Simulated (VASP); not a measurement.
# BaTiO3 (Pm-3m) in VASP: notebook

The runs below take BaTiO3 through single point, with PBE, r2SCAN.

Everything below comes from runs of VASP 6.6.1. Logs are shortened: lines on timing, memory, paths and dates and some standing lists are left out, and cuts for length are marked.

### 1 The cell of the first run

Symmetry: Pm-3m, No. 221, cubic system. Conventional cell: a = 4.006 Å, b = 4.006 Å, c = 4.006 Å, α = 90.00°, β = 90.00°, γ = 90.00°. Ba (site symmetry m-3m) has 12 O at 2.83 Å and 8 Ti at 3.47 Å within 3.7 Å. Ti (site symmetry m-3m) has 6 O at 2.00 Å within 2.7 Å. O (site symmetry 4/mmm) has 2 Ti at 2.00 Å within 2.7 Å.

### 2 Single point, PBE

INCAR

```
SYSTEM = BaTiO3
PREC = Accurate
ENCUT = 520
EDIFF = 1E-7
ISMEAR = -1
SIGMA = 0.05
LREAL = .FALSE.
LASPH = .TRUE.
NELM = 80
ALGO = Normal
ISIF = 2
LWAVE = .FALSE.
LCHARG = .TRUE.
GGA = PE
LELF = .TRUE.
LVHAR = .TRUE.
NBANDS = 28
```

KPOINTS

```
Automatic mesh
0
G
  7 7 7
  0 0 0
```

POSCAR

```
BaTiO3
1.0
    4.0060000000      0.0000000000      0.0000000000
    0.0000000000      4.0060000000      0.0000000000
    0.0000000000      0.0000000000      4.0060000000
Ba Ti O
1 1 3
Direct
    0.5000000000      0.5000000000      0.5000000000
    0.0000000000      0.0000000000      0.0000000000
    0.0000000000      0.0000000000      0.5000000000
    0.0000000000      0.5000000000      0.0000000000
    0.5000000000      0.0000000000      0.0000000000
```

Potentials or basis: VASP PAW PBE potentials, release 64 (Ba_sv, Ti_sv, O).

Run with:

```
$ cat potpaw_PBE.64/Ba_sv/POTCAR potpaw_PBE.64/Ti_sv/POTCAR potpaw_PBE.64/O/POTCAR > POTCAR
$ mpirun -np 1 vasp_std > vasp.out
```

OUTCAR:

```text
SYSTEM = BaTiO3
   PREC = Accurate
   ENCUT = 520
   EDIFF = 1E-7
   ISMEAR = -1
   LREAL = .FALSE.
   LASPH = .TRUE.
   NELM = 80
   ISIF = 2
   GGA = PE

 ion  position               nearest neighbor table
   1  0.500  0.500  0.500-   3 2.83   4 2.83   5 2.83   4 2.83   5 2.83   3 2.83   5 2.83   5 2.83
                             3 2.83   4 2.83   4 2.83   3 2.83   2 3.47   2 3.47   2 3.47   2 3.47
   2  0.000  0.000  0.000-   3 2.00   4 2.00   5 2.00   3 2.00   4 2.00   5 2.00   1 3.47   1 3.47
                             1 3.47   1 3.47   1 3.47   1 3.47   1 3.47   1 3.47
   3  0.000  0.000  0.500-   2 2.00   2 2.00   1 2.83   1 2.83   1 2.83   1 2.83
   4  0.000  0.500  0.000-   2 2.00   2 2.00   1 2.83   1 2.83   1 2.83   1 2.83
   5  0.500  0.000  0.000-   2 2.00   2 2.00   1 2.83   1 2.83   1 2.83   1 2.83

  LATTYP: Found a simple cubic cell.
 ALAT       =     4.0060000000

  Lattice vectors:

 A1 = (   4.0060000000,   0.0000000000,   0.0000000000)
 A2 = (   0.0000000000,   4.0060000000,   0.0000000000)
 A3 = (   0.0000000000,   0.0000000000,   4.0060000000)

Analysis of symmetry for initial positions (statically):
=====================================================================
 Subroutine PRICEL returns:
 Original cell was already a primitive cell.

 Routine SETGRP: Setting up the symmetry group for a
 simple cubic supercell.

 Subroutine GETGRP returns: Found 48 space group operations
 (whereof 48 operations were pure point group operations)
 out of a pool of 48 trial point group operations.

The static configuration has the point symmetry O_h .

Analysis of symmetry for dynamics (positions and initial velocities):
=====================================================================
 Subroutine PRICEL returns:
 Original cell was already a primitive cell.

 Routine SETGRP: Setting up the symmetry group for a
 simple cubic supercell.

 Subroutine GETGRP returns: Found 48 space group operations
 (whereof 48 operations were pure point group operations)
 out of a pool of 48 trial point group operations.

The dynamic configuration has the point symmetry O_h .

 Subroutine INISYM returns: Found 48 space group operations
 (whereof 48 operations are pure point group operations),
 and found     1 'primitive' translations

----------------------------------------------------------------------------------------

                                     Primitive cell

  volume of cell :      64.2884

  direct lattice vectors                    reciprocal lattice vectors
     4.006000000  0.000000000  0.000000000     0.249625562  0.000000000  0.000000000
     0.000000000  4.006000000  0.000000000     0.000000000  0.249625562  0.000000000
     0.000000000  0.000000000  4.006000000     0.000000000  0.000000000  0.249625562

  length of vectors
     4.006000000  4.006000000  4.006000000     0.249625562  0.249625562  0.249625562

  position of ions in fractional coordinates (direct lattice)
     0.500000000  0.500000000  0.500000000
     0.000000000  0.000000000  0.000000000
     0.000000000  0.000000000  0.500000000
     0.000000000  0.500000000  0.000000000
     0.500000000  0.000000000  0.000000000

  ion indices of the primitive-cell ions
   primitive index   ion index
                 1           1
                 2           2
                 3           3
                 4           4
                 5           5

----------------------------------------------------------------------------------------

 KPOINTS: Automatic mesh

Automatic generation of k-mesh.
 Grid dimensions read from file:
 generate k-points for:    7    7    7

 Generating k-lattice:

  Cartesian coordinates                     Fractional coordinates (reciprocal lattice)
     0.035660795  0.000000000  0.000000000     0.142857143  0.000000000  0.000000000
     0.000000000  0.035660795  0.000000000     0.000000000  0.142857143  0.000000000
     0.000000000  0.000000000  0.035660795     0.000000000  0.000000000  0.142857143

  Length of vectors
     0.035660795  0.035660795  0.035660795

  Shift w.r.t. Gamma in fractional coordinates (k-lattice)
     0.000000000  0.000000000  0.000000000

 Subroutine IBZKPT returns following result:
 ===========================================

 Found     20 irreducible k-points:

 Following reciprocal coordinates:
            Coordinates               Weight
  0.000000  0.000000  0.000000      1.000000
  0.142857  0.000000  0.000000      6.000000
  0.285714  0.000000  0.000000      6.000000
  0.428571  0.000000  0.000000      6.000000
  0.142857  0.142857  0.000000     12.000000
  0.285714  0.142857  0.000000     24.000000
[... 12 lines left out ...]
  0.428571  0.428571  0.285714     24.000000
  0.428571  0.428571  0.428571      8.000000
   k-points           NKPTS =     20   k-points in BZ     NKDIM =     20   number of bands    NBANDS=     28
   number of dos      NEDOS =    301   number of ions     NIONS =      5
   total plane-waves  NPLWV =  27000
   dimension x,y,z NGX =    30 NGY =   30 NGZ =   30
   dimension x,y,z NGXF=    60 NGYF=   60 NGZF=   60
   ions per type =               1   1   3
   NGX,Y,Z   is equivalent  to a cutoff of  12.45, 12.45, 12.45 a.u.
   NGXF,Y,Z  is equivalent  to a cutoff of  24.90, 24.90, 24.90 a.u.
 SYSTEM =  BaTiO3
   PREC   = accura    normal or accurate (medium, high low for compatibility)
   ISTART =      0    job   : 0-new  1-cont  2-samecut
   ICHARG =      2    charge: 1-file 2-atom 10-const
   ISPIN  =      1    spin polarized calculation?
   LNONCOLLINEAR =      F non collinear calculations
   LSORBIT =      F    spin-orbit coupling
   LASPH  =      T    aspherical Exc in radial PAW
   ENCUT  =  520.0 eV  38.22 Ry    6.18 a.u.   7.45  7.45  7.45*2*pi/ulx,y,z
   NELM   =     80;   NELMIN=  2; NELMDL= -5     # of ELM steps
   EDIFF  = 0.1E-06   stopping-criterion for ELM
   LREAL  =      F    real-space projection
   EDIFFG = 0.1E-05   stopping-criterion for IOM
   NSW    =      0    number of steps for IOM
   IBRION =     -1    ionic relax: 0-MD 1-quasi-New 2-CG
   NFREE  =      0    steps in history (QN), initial steepest desc. (CG)
   ISIF   =      2    stress and relaxation
   ISYM   =      2    0-nonsym 1-usesym 2-fastsym
   POTIM  = 0.5000    time-step for ionic-motion
   TEBEG  =    0.0;   TEEND  =   0.0 temperature during run
   PSTRESS=    0.0 pullay stress
   NELECT =      40.0000    total number of electrons
   NUPDOWN=      -1.0000    fix difference up-down
   EMIN   =  10.00;   EMAX   =-10.00  energy-range for DOS
   EFERMI =   0.00;   METHOD = LEGACY
   ISMEAR =    -1;   SIGMA  =   0.05  broadening in eV -4-tet -1-fermi 0-gaus
   EFERMI_NEDOS =   21; number of points for ismear=-14 and -15
   IALGO  =     38    algorithm
   IMIX   =      4    mixing-type and parameters
     AMIX     =   0.40;   BMIX     =  1.00
     AMIX_MAG =   1.60;   BMIX_MAG =  1.00
  volume/ion in A,a.u.               =      12.86        86.77
  Fermi-wavevector in a.u.,A,eV,Ry     =   1.397603  2.641087 26.576187  1.953295
  Thomas-Fermi vector in A             =   2.520843
   LORBIT       =      0    0 simple, 1 ext, 2 COOP (PROOUT), +10 PAW based schemes
   GGA     = PE    functional components
   LHFCALC =     F    Hartree Fock is set to
   AEXX    =    0.0000 exact exchange contribution
   IVDW    =     0    specifies the selected vdW correction
   LEPSILON=     F    determine dielectric tensor
   LRPA    =     F    only Hartree local field effects (RPA)
 non-spin polarized calculation
  energy-cutoff  :      520.00
  volume of cell :       64.29
 maximum number of plane-waves:      1759
 NGX is ok and might be reduce to    30
   NGX = 15   NGY = 15   NGZ = 15

 number of electron      39.9999976 magnetization

 Free energy of the ion-electron system (eV)
  ---------------------------------------------------
  ext. energy  EPLUGINS =         0.00000000
  ---------------------------------------------------
  free energy    TOTEN  =       -39.97070088 eV

  energy without entropy =      -39.97070088  energy(sigma->0) =      -39.97070088

 E-fermi :   4.6867     XC(G=0): -11.2464

 val. band max:        3.7538288832   @ k =   0.4286   0.4286   0.4286
 cond. band min:       5.5533411710   @ k =   0.0000   0.0000   0.0000
 fundamental gap:      1.7995122878
 Fermi energy:         4.6867185733

 k-point     1 :       0.0000    0.0000    0.0000
  band No.  band energies     occupation
      1     -52.8354      2.00000
      2     -29.0449      2.00000
      3     -29.0449      2.00000
      4     -29.0449      2.00000
      5     -21.0058      2.00000
      6     -13.0733      2.00000
[... 20 lines left out ...]
     27       8.8612      0.00000
     28      11.1682      0.00000

 k-point     2 :       0.1429    0.0000    0.0000
  band No.  band energies     occupation
      1     -52.8352      2.00000
      2     -29.0547      2.00000
      3     -29.0445      2.00000
      4     -29.0445      2.00000
      5     -20.9841      2.00000
      6     -13.0852      2.00000
[... 20 lines left out ...]
     27       9.2590      0.00000
     28      11.6541      0.00000

 k-point     3 :       0.2857    0.0000    0.0000
  band No.  band energies     occupation
      1     -52.8348      2.00000
      2     -29.0765      2.00000
      3     -29.0437      2.00000
      4     -29.0437      2.00000
      5     -20.9345      2.00000
      6     -13.1734      2.00000
[... 20 lines left out ...]
     27      10.2602      0.00000
     28      12.1340      0.00000

 k-point     4 :       0.4286    0.0000    0.0000
  band No.  band energies     occupation
      1     -52.8344      2.00000
      2     -29.0939      2.00000
      3     -29.0430      2.00000
      4     -29.0430      2.00000
      5     -20.8939      2.00000
      6     -13.2797      2.00000
[... 454 lines left out ...]
     27      11.7623      0.00000
     28      11.8987      0.00000

 k-point    19 :       0.4286    0.4286    0.2857
  band No.  band energies     occupation
      1     -52.8329      2.00000
      2     -29.0894      2.00000
      3     -29.0893      2.00000
      4     -29.0717      2.00000
      5     -20.7791      2.00000
      6     -12.4620      2.00000
[... 20 lines left out ...]
     27      11.5870      0.00000
     28      11.6694      0.00000

 k-point    20 :       0.4286    0.4286    0.4286
  band No.  band energies     occupation
      1     -52.8325      2.00000
      2     -29.0886      2.00000
      3     -29.0885      2.00000
      4     -29.0885      2.00000
      5     -20.7563      2.00000
      6     -12.2646      2.00000
[... 20 lines left out ...]
     27      11.3444      0.00000
     28      11.3444      0.00000

------------------------ aborting loop because EDIFF is reached ----------------------------------------

  FORCE on cell =-STRESS in cart. coord.  units (eV):
  Direction    XX          YY          ZZ          XY          YZ          ZX
  --------------------------------------------------------------------------------------
  -------------------------------------------------------------------------------------
  Total        1.3741880      1.3741880      1.3741880      0.0000000      0.0000000      0.0000000
  in kB       34.2471081     34.2471081     34.2471081      0.0000000      0.0000000      0.0000000
  external PRESSURE =      34.2471081 kB  Pullay stress =       0.0000000 kB

 VOLUME and BASIS-vectors are now :
 -----------------------------------------------------------------------------
  energy-cutoff  :      520.00
  volume of cell :       64.29
      direct lattice vectors                 reciprocal lattice vectors
     4.006000000  0.000000000  0.000000000     0.249625562  0.000000000  0.000000000
     0.000000000  4.006000000  0.000000000     0.000000000  0.249625562  0.000000000
     0.000000000  0.000000000  4.006000000     0.000000000  0.000000000  0.249625562

 POSITION                                       TOTAL-FORCE (eV/Angst)
 -----------------------------------------------------------------------------------
      2.00300      2.00300      2.00300         0.000000      0.000000      0.000000
      0.00000      0.00000      0.00000         0.000000      0.000000      0.000000
      0.00000      0.00000      2.00300         0.000000      0.000000      0.000000
      0.00000      2.00300      0.00000         0.000000      0.000000      0.000000
      2.00300      0.00000      0.00000         0.000000      0.000000      0.000000
 -----------------------------------------------------------------------------------
    total drift:                                0.000000     -0.000000      0.000000

  FREE ENERGIE OF THE ION-ELECTRON SYSTEM (eV)
  ---------------------------------------------------
  free  energy   TOTEN  =       -39.9707008806 eV

  energy  without entropy=      -39.9707008780  energy(sigma->0) =      -39.97070088
```

It took 26 s on 1 thread of Intel Xeon Platinum 8559C (Emerald Rapids), shared host; peak memory 0.19 GiB.

Results:

```
Free energy            : -39.9707 eV
Pressure               : 3.4 GPa
Band gap on the k mesh : 1.80 eV, indirect (least direct gap 1.89 eV)
```

Caveat: spin-orbit coupling is left out, which moves the levels of the heavy elements.

### 3 Single point, r2SCAN

This run uses another cell than the first one, of 12.09 Å³/atom, 0.940 times its volume.

Changes to POSCAR since step 2:

```diff
@@ -2,5 +2,5 @@
 1.0
-    4.0060000000      0.0000000000      0.0000000000
-    0.0000000000      4.0060000000      0.0000000000
-    0.0000000000      0.0000000000      4.0060000000
+    3.9242219515      0.0000000000      0.0000000000
+    0.0000000000      3.9242219515      0.0000000000
+    0.0000000000      0.0000000000      3.9242219515
 Ba Ti O
```

INCAR.step1

```
SYSTEM = BaTiO3
PREC = Accurate ; ENCUT = 520
ISMEAR = -1 ; SIGMA = 0.05
LREAL = .FALSE. ; LASPH = .TRUE.
NELM = 100 ; NBANDS = 28
GGA = PE ; ALGO = Normal
EDIFF = 1E-4 ; LWAVE = .TRUE.
LCHARG = .FALSE.
```

INCAR.step2

```
SYSTEM = BaTiO3
PREC = Accurate ; ENCUT = 520
EDIFF = 1E-7 ; ISMEAR = -1
SIGMA = 0.05 ; LREAL = .FALSE.
LASPH = .TRUE. ; NELM = 100
ALGO = Normal ; ISIF = 2
LWAVE = .FALSE. ; LCHARG = .FALSE.
METAGGA = R2SCAN ; LMIXTAU = .TRUE.
NBANDS = 28 ; ISTART = 1
```

KPOINTS

```
regular mesh
0
G
  7 7 7
  0 0 0
```

Potentials or basis: VASP PAW PBE potentials, release 64 (Ba_sv, Ti_sv, O).

Run with:

```
$ cat potpaw_PBE.64/Ba_sv/POTCAR potpaw_PBE.64/Ti_sv/POTCAR potpaw_PBE.64/O/POTCAR > POTCAR
$ cp INCAR.step1 INCAR
$ mpirun -np 1 vasp_std > vasp.out
$ cp INCAR.step2 INCAR
$ mpirun -np 1 vasp_std > vasp.out
```

Run time: 72 s. Hardware: 1 thread of Intel Xeon 6975P-C (Granite Rapids), shared host; peak memory 0.19 GiB.

The run converged. Its results:

```yaml
Free_energy: -74.0757 eV
Pressure: 13.2 GPa
Band_gap_on_the_k_mesh: 2.34 eV, indirect (least direct gap 2.37 eV)
```

Levels at points of the mesh, in eV from the valence-band top:
```csv
k point,band 17,band 18,band 19,band 20,band 21,band 22,band 23,band 24
"(0.00, 0.00, 0.00)",-1.16,-0.03,-0.03,-0.03,2.34,2.34,2.34,4.67
```

Caveat: the PAW data sets were made with another functional, which shifts forces and pressure a little; spin-orbit coupling is left out, which moves the levels of the heavy elements. r2SCAN opens gaps a little over a GGA but as a rule still falls short of measured ones.

(Continued in part 2 of 2.)
